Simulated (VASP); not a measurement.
# Al4Co3Ru (Im-3m) in VASP: notebook, part 2 of 2

VASP 6.6.1. The steps go on from the part before.

## Step 4: Single point, PBE, collinear spin, ferromagnetic start

This run uses another cell than the first one, of 13.40 Å³/atom, 1.104 times its volume.

File INCAR:

```
PREC = Accurate
ENCUT = 520
EDIFF = 1E-6
ISMEAR = 0
SIGMA = 0.1
LREAL = F
LASPH = T
NELM = 150
ALGO = Normal
ISIF = 2
LWAVE = F
LCHARG = F
ISPIN = 2
MAGMOM = 0 0 0 0 3 3 3 0
LORBIT = 11
LMAXMIX = 4
GGA = PE
NBANDS = 40
```

File KPOINTS:

```
regular mesh
0
Gamma
  4 4 4
```

File POSCAR:

```
Al4Co3Ru
1.0
   -2.9929460800      2.9929460800      2.9929460800
    2.9929460800     -2.9929460800      2.9929460800
    2.9929460800      2.9929460800     -2.9929460800
Al Co Ru
4 3 1
Direct
    0.5000000000      0.5000000000      0.5000000000
    0.0000000000      0.5000000000      0.0000000000
    0.5000000000      0.0000000000      0.0000000000
    0.0000000000      0.0000000000      0.5000000000
    0.5000000000      0.0000000000      0.5000000000
    0.0000000000      0.5000000000      0.5000000000
    0.5000000000      0.5000000000      0.0000000000
    0.0000000000      0.0000000000      0.0000000000
```

Potentials or basis: VASP PAW PBE potentials, release 64 (Al, Co, Ru_pv).

Run with:

```bash
$ cat potpaw_PBE.64/Al/POTCAR potpaw_PBE.64/Co/POTCAR potpaw_PBE.64/Ru_pv/POTCAR > POTCAR
$ mpirun -np 1 vasp_std > vasp.out
```

OUTCAR:

```text
PREC = Accurate
   ENCUT = 520
   EDIFF = 1E-6
   ISMEAR = 0
   LREAL = F
   LASPH = T
   NELM = 150
   ISIF = 2
   ISPIN = 2
   LORBIT = 11
   GGA = PE

 ion  position               nearest neighbor table
   1  0.500  0.500  0.500-   5 2.59   6 2.59   7 2.59   8 2.59   7 2.59   5 2.59   6 2.59   8 2.59
                             4 2.99   3 2.99   2 2.99   2 2.99   4 2.99   3 2.99
   2  0.000  0.500  0.000-   5 2.59   6 2.59   7 2.59   8 2.59   6 2.59   8 2.59   7 2.59   5 2.59
                             4 2.99   4 2.99   1 2.99   1 2.99   3 2.99   3 2.99
   3  0.500  0.000  0.000-   5 2.59   6 2.59   7 2.59   8 2.59   5 2.59   7 2.59   8 2.59   6 2.59
                             4 2.99   1 2.99   1 2.99   4 2.99   2 2.99   2 2.99
   4  0.000  0.000  0.500-   5 2.59   6 2.59   7 2.59   8 2.59   8 2.59   6 2.59   5 2.59   7 2.59
                             3 2.99   2 2.99   1 2.99   3 2.99   1 2.99   2 2.99
   5  0.500  0.000  0.500-   1 2.59   2 2.59   3 2.59   4 2.59   3 2.59   1 2.59   4 2.59   2 2.59
                             7 2.99   7 2.99   8 2.99   8 2.99   6 2.99   6 2.99
   6  0.000  0.500  0.500-   1 2.59   2 2.59   3 2.59   4 2.59   2 2.59   4 2.59   1 2.59   3 2.59
                             7 2.99   8 2.99   8 2.99   7 2.99   5 2.99   5 2.99
   7  0.500  0.500  0.000-   1 2.59   2 2.59   3 2.59   4 2.59   1 2.59   3 2.59   2 2.59   4 2.59
                             6 2.99   5 2.99   8 2.99   6 2.99   8 2.99   5 2.99
   8  0.000  0.000  0.000-   1 2.59   2 2.59   3 2.59   4 2.59   4 2.59   2 2.59   3 2.59   1 2.59
                             6 2.99   6 2.99   7 2.99   5 2.99   7 2.99   5 2.99

  LATTYP: Found a body centered cubic cell.
 ALAT       =     5.9858921600

  Lattice vectors:

 A1 = (  -2.9929460800,   2.9929460800,   2.9929460800)
 A2 = (   2.9929460800,  -2.9929460800,   2.9929460800)
 A3 = (   2.9929460800,   2.9929460800,  -2.9929460800)

Analysis of symmetry for initial positions (statically):
=====================================================================
 Subroutine PRICEL returns:
 Original cell was already a primitive cell.

 Routine SETGRP: Setting up the symmetry group for a
[... 522 lines left out ...]
      1     -32.9538      1.00000
      2     -32.9538      1.00000
      3     -32.9538      1.00000
      4      -0.7834      1.00000
      5       4.1182      1.00000
      6       4.1182      1.00000
[... 317 lines left out ...]
     37      17.1894      0.00000
     38      17.1894      0.00000
 [bands above 38 left out]

------------------------ aborting loop because EDIFF is reached ----------------------------------------

  FORCE on cell =-STRESS in cart. coord.  units (eV):
  Direction    XX          YY          ZZ          XY          YZ          ZX
  --------------------------------------------------------------------------------------
  -------------------------------------------------------------------------------------
  Total       -9.7640322     -9.7640322     -9.7640322      0.0000000      0.0000000     -0.0000000
  in kB     -145.8757550   -145.8757550   -145.8757550      0.0000000      0.0000000     -0.0000000
  external PRESSURE =    -145.8757550 kB  Pullay stress =       0.0000000 kB

 VOLUME and BASIS-vectors are now :
 -----------------------------------------------------------------------------
  energy-cutoff  :      520.00
  volume of cell :      107.24
      direct lattice vectors                 reciprocal lattice vectors
    -2.992946080  2.992946080  2.992946080     0.000000000  0.167059475  0.167059475
     2.992946080 -2.992946080  2.992946080     0.167059475  0.000000000  0.167059475
     2.992946080  2.992946080 -2.992946080     0.167059475  0.167059475  0.000000000

 POSITION                                       TOTAL-FORCE (eV/Angst)
 -----------------------------------------------------------------------------------
      1.49647      1.49647      1.49647         0.000000     -0.000000      0.000000
      1.49647     -1.49647      1.49647         0.000000     -0.000000      0.000000
     -1.49647      1.49647      1.49647         0.000000     -0.000000      0.000000
      1.49647      1.49647     -1.49647        -0.000000     -0.000000      0.000000
      0.00000      2.99295      0.00000        -0.000000      0.000000     -0.000000
      2.99295      0.00000      0.00000        -0.000000     -0.000000      0.000000
      0.00000      0.00000      2.99295         0.000000      0.000000     -0.000000
      0.00000      0.00000      0.00000         0.000000     -0.000000      0.000000
 -----------------------------------------------------------------------------------
    total drift:                               -0.000000     -0.000000      0.000000

  FREE ENERGIE OF THE ION-ELECTRON SYSTEM (eV)
  ---------------------------------------------------
  free  energy   TOTEN  =       -49.8877632589 eV

  energy  without entropy=      -49.8772541072  energy(sigma->0) =      -49.88250868

 total charge

# of ion       s       p       d       tot
------------------------------------------
    1        0.384   0.380   0.000   0.763
    2        0.384   0.380   0.000   0.763
    3        0.384   0.380   0.000   0.763
    4        0.384   0.380   0.000   0.763
    5        0.386   0.400   7.426   8.212
    6        0.386   0.400   7.426   8.212
    7        0.386   0.400   7.426   8.212
    8        0.323   6.234   6.202  12.758
--------------------------------------------------
tot          3.015   8.954  28.479  40.448

 magnetization (x)

# of ion       s       p       d       tot
------------------------------------------
    1       -0.000  -0.000   0.000  -0.000
    2       -0.000  -0.000   0.000  -0.000
    3       -0.000  -0.000   0.000  -0.000
    4       -0.000  -0.000   0.000  -0.000
    5        0.000   0.000  -0.000  -0.000
    6        0.000   0.000  -0.000  -0.000
    7        0.000   0.000  -0.000  -0.000
    8        0.000   0.000   0.000   0.000
--------------------------------------------------
tot          0.000   0.000  -0.000  -0.000
```

OSZICAR:

```text
N       E                     dE             d eps       ncg     rms          rms(c)
DAV:   1     0.385444202233E+03    0.38544E+03   -0.23109E+04  1320   0.139E+03
DAV:   2    -0.257249949305E+02   -0.41117E+03   -0.38920E+03  1280   0.343E+02
DAV:   3    -0.535075669601E+02   -0.27783E+02   -0.25382E+02  1496   0.996E+01
DAV:   4    -0.544948287671E+02   -0.98726E+00   -0.97991E+00  1520   0.181E+01
DAV:   5    -0.545448618761E+02   -0.50033E-01   -0.49996E-01  2032   0.367E+00    0.271E+01
DAV:   6    -0.895055768698E+02   -0.34961E+02   -0.14567E+02  1592   0.164E+02    0.636E+01
DAV:   7    -0.511624792638E+02    0.38343E+02   -0.71495E+01  1576   0.964E+01    0.136E+01
DAV:   8    -0.497037209030E+02    0.14588E+01   -0.10321E+01  1648   0.278E+01    0.609E+00
DAV:   9    -0.498011235776E+02   -0.97403E-01   -0.64168E-01  1696   0.572E+00    0.399E+00
DAV:  10    -0.499009269386E+02   -0.99803E-01   -0.50234E-01  1592   0.697E+00    0.191E+00
DAV:  11    -0.498884913069E+02    0.12436E-01   -0.55428E-02  1776   0.234E+00    0.930E-01
DAV:  12    -0.498875951863E+02    0.89612E-03   -0.12147E-02  1760   0.846E-01    0.290E-01
DAV:  13    -0.498877755824E+02   -0.18040E-03   -0.11692E-03  1856   0.298E-01    0.161E-01
DAV:  14    -0.498877734306E+02    0.21518E-05   -0.19819E-04  1552   0.129E-01    0.881E-02
DAV:  15    -0.498877631170E+02    0.10314E-04   -0.60578E-05  1768   0.607E-02    0.357E-02
DAV:  16    -0.498877632589E+02   -0.14188E-06   -0.64238E-06  1456   0.173E-02
   1 F= -.49887763E+02 E0= -.49882509E+02  d E =-.105092E-01  mag=     0.0003
```

It took 2 min on 1 thread of Intel Xeon Platinum 8259CL at 2.50GHz (Skylake/Cascade Lake), shared host; peak memory 0.31 GiB.

What came out:

- Free energy: -49.8878 eV
- Pressure: -14.6 GPa
- Net moment: 0.00 μB per cell
- Valence electrons inside the program's atomic spheres: Al 0.76; Co 8.21; Ru 12.76

Levels at points of the mesh, in eV from the Fermi level:
Spin up:
```
           k point  band 23  band 24  band 25  band 26  band 27  band 28  band 29  band 30
(0.00, 0.00, 0.00)    -0.86    -0.86    -0.27    -0.27    -0.27     0.13     0.39     0.39
(0.50, 0.00, 0.00)    -0.71    -0.60    -0.59    -0.05     0.01     0.53     1.21     1.95
(0.50, 0.50, 0.50)    -0.17    -0.17     0.24     0.24     0.54     1.11     1.11     2.99
```
Spin down:
| k point | band 23 | band 24 | band 25 | band 26 | band 27 | band 28 | band 29 | band 30 |
| --- | --- | --- | --- | --- | --- | --- | --- | --- |
| (0.00, 0.00, 0.00) | -0.86 | -0.86 | -0.27 | -0.27 | -0.27 | 0.13 | 0.39 | 0.39 |
| (0.50, 0.00, 0.00) | -0.71 | -0.60 | -0.59 | -0.05 | 0.01 | 0.53 | 1.21 | 1.95 |
| (0.50, 0.50, 0.50) | -0.17 | -0.17 | 0.24 | 0.24 | 0.54 | 1.11 | 1.11 | 2.99 |

Caveat: the k points lie up to 0.37 Å⁻¹ apart; the starting moments collapsed, and a magnetic state may lie lower.

## Step 5: Relaxation of cell and atoms, PBE

File INCAR:

```
SYSTEM = Al4Co3Ru
  PREC = Accurate
  ENCUT = 600
  EDIFF = 1E-6
  ISMEAR = 0
  SIGMA = 0.1
  LREAL = .FALSE.
  LASPH = .TRUE.
  NELM = 60
  ALGO = Fast
  ISIF = 3
  LWAVE = .FALSE.
  LCHARG = .FALSE.
  GGA = PE
  IBRION = 2
  NSW = 100
  EDIFFG = -0.01
```

File KPOINTS:

```
regular mesh
0
G
  10 10 10
  0 0 0
```

POSCAR: that of step 4 with these lines changed.

```diff
@@ -2,5 +2,5 @@
 1.0
-   -2.9929460800      2.9929460800      2.9929460800
-    2.9929460800     -2.9929460800      2.9929460800
-    2.9929460800      2.9929460800     -2.9929460800
+   -2.8958658242      2.8958658242      2.8958658242
+    2.8958658242     -2.8958658242      2.8958658242
+    2.8958658242      2.8958658242     -2.8958658242
 Al Co Ru
```

Run with:

```bash
$ cat potpaw_PBE.64/Al/POTCAR potpaw_PBE.64/Co/POTCAR potpaw_PBE.64/Ru_pv/POTCAR > POTCAR
$ mpirun -np 1 vasp_std > vasp.out
```

Wall time 4.3 min (1 thread of Intel Xeon 6975P-C, shared host); peak memory 0.36 GiB.

Results (log left out):

* Free energy: -50.3480 eV
* Pressure after relaxing: 0.1 GPa

Final structure:
```yaml
crystal:
  lattice:
    - [-2.89587, 2.89587, 2.89587]
    - [2.89587, -2.89587, 2.89587]
    - [2.89587, 2.89587, -2.89587]
  atoms:
    - { symbol: Al, position: [0.50000, 0.50000, 0.50000] }
    - { symbol: Al, position: [0.00000, 0.50000, 0.00000] }
    - { symbol: Al, position: [0.50000, 0.00000, 0.00000] }
    - { symbol: Al, position: [0.00000, 0.00000, 0.50000] }
    - { symbol: Co, position: [0.50000, 0.00000, 0.50000] }
    - { symbol: Co, position: [0.00000, 0.50000, 0.50000] }
    - { symbol: Co, position: [0.50000, 0.50000, 0.00000] }
    - { symbol: Ru, position: [0.00000, 0.00000, 0.00000] }
```

Levels at points of the mesh, in eV from the Fermi level:
| k point | band 24 | band 25 | band 26 | band 27 | band 28 | band 29 | band 30 | band 31 |
| --- | --- | --- | --- | --- | --- | --- | --- | --- |
| (0.00, 0.00, 0.00) | -1.13 | -0.42 | -0.42 | -0.42 | 0.04 | 0.36 | 0.36 | 3.29 |
| (0.50, 0.00, 0.00) | -0.82 | -0.79 | -0.16 | -0.12 | 0.52 | 1.31 | 2.07 | 2.54 |
| (0.50, 0.50, 0.50) | -0.30 | 0.17 | 0.17 | 0.54 | 1.21 | 1.21 | 2.98 | 2.98 |

Caveat: the relaxation stopped at its first step, so nothing moved. Spin polarisation is off, so any magnetic state and its effect on volume and gap are missing.

## Step 6: Relaxation of cell and atoms, PBE, collinear spin, ferromagnetic start

This run uses another cell than the first one, of 13.40 Å³/atom, 1.104 times its volume.

File INCAR:

```
  PREC = Accurate
  ENCUT = 600
  EDIFF = 1E-7
  ISMEAR = 0
  SIGMA = 0.1
  LREAL = False
  LASPH = True
  NELM = 150
  ALGO = Normal
  ISIF = 3
  LWAVE = False
  LCHARG = False
  ISPIN = 2
  MAGMOM = 0 0 0 0 3 3 3 0
  LORBIT = 11
  LMAXMIX = 4
  GGA = PE
  IBRION = 2
  NSW = 90
  EDIFFG = -0.04
```

File KPOINTS:

```
Automatic mesh
0
Gamma
  4 4 4
```

POSCAR: that of step 5 with these lines changed.

```diff
@@ -2,5 +2,5 @@
 1.0
-   -2.8958658242      2.8958658242      2.8958658242
-    2.8958658242     -2.8958658242      2.8958658242
-    2.8958658242      2.8958658242     -2.8958658242
+   -2.9929460800      2.9929460800      2.9929460800
+    2.9929460800     -2.9929460800      2.9929460800
+    2.9929460800      2.9929460800     -2.9929460800
 Al Co Ru
```

Potentials or basis: VASP PAW PBE potentials, release 64 (Al, Co, Ru_pv).

Run with:

```bash
$ cat potpaw_PBE.64/Al/POTCAR potpaw_PBE.64/Co/POTCAR potpaw_PBE.64/Ru_pv/POTCAR > POTCAR
$ mpirun -np 1 vasp_std > vasp.out
```

It took 6.9 min on 1 thread of Intel Xeon 6975P-C, shared host; peak memory 0.36 GiB.

It converged, with:

```yaml
Free_energy: -50.3931 eV
Relaxed_volume: 12.16 Å³/atom
Relaxed_cell: a = 5.019 Å, b = 5.019 Å, c = 5.019 Å, α = 109.47°, β = 109.47°, γ = 109.47°
Space_group_after_relaxing_to_0.05_Å: Im-3m (No. 229)
Energy_gained_by_relaxing: 63.2 meV/atom
Ionic_steps: 3
Pressure_after_relaxing: -0.2 GPa
Net_moment: 0.00 μB per cell
Valence_electrons_inside_the_program's_atomic_spheres: Al 0.81; Co 8.37; Ru 12.94
```

Step by step:
| step | energy change (eV) | largest force (eV/Å) | pressure (GPa) | volume (Å³) |
| --- | --- | --- | --- | --- |
| 1 | 0.0000 | 0.0000 | -14.75 | 107.24 |
| 2 | -0.0653 | 0.0000 | 19.07 | 89.20 |
| 3 | -0.5058 | 0.0000 | -0.22 | 97.31 |

Final structure:
```cif
data_structure
_symmetry_space_group_name_H-M 'P 1'
_symmetry_Int_Tables_number 1
_cell_length_a 5.0186
_cell_length_b 5.0186
_cell_length_c 5.0186
_cell_angle_alpha 109.471
_cell_angle_beta 109.471
_cell_angle_gamma 109.471
_cell_volume 97.31
loop_
_atom_site_label
_atom_site_type_symbol
_atom_site_fract_x
_atom_site_fract_y
_atom_site_fract_z
_atom_site_occupancy
Al1 Al 0.50000 0.50000 0.50000 1
Al2 Al 0.00000 0.50000 0.00000 1
Al3 Al 0.50000 0.00000 0.00000 1
Al4 Al 0.00000 0.00000 0.50000 1
Co1 Co 0.50000 0.00000 0.50000 1
Co2 Co 0.00000 0.50000 0.50000 1
Co3 Co 0.50000 0.50000 0.00000 1
Ru1 Ru 0.00000 0.00000 0.00000 1
```

Levels at points of the mesh, in eV from the Fermi level:
Spin up:
| k point | band 23 | band 24 | band 25 | band 26 | band 27 | band 28 | band 29 | band 30 |
| --- | --- | --- | --- | --- | --- | --- | --- | --- |
| (0.00, 0.00, 0.00) | -1.00 | -1.00 | -0.31 | -0.31 | -0.31 | 0.15 | 0.48 | 0.48 |
| (0.50, 0.00, 0.00) | -0.81 | -0.70 | -0.67 | -0.04 | 0.01 | 0.63 | 1.43 | 2.19 |
| (0.50, 0.50, 0.50) | -0.18 | -0.18 | 0.29 | 0.29 | 0.65 | 1.32 | 1.32 | 3.10 |
Spin down:
```
           k point  band 22  band 23  band 24  band 25  band 26  band 27  band 28  band 29  band 30  band 31
(0.00, 0.00, 0.00)    -1.00    -1.00    -1.00    -0.31    -0.31    -0.31     0.15     0.48     0.48     3.40
(0.50, 0.00, 0.00)    -0.83    -0.81    -0.70    -0.67    -0.04     0.01     0.63     1.43     2.19     2.66
(0.50, 0.50, 0.50)    -0.18    -0.18    -0.18     0.29     0.29     0.65     1.32     1.32     3.10     3.10
```

Caveat: the k points lie up to 0.38 Å⁻¹ apart in the final cell; the starting moments collapsed, and a magnetic state may lie lower.
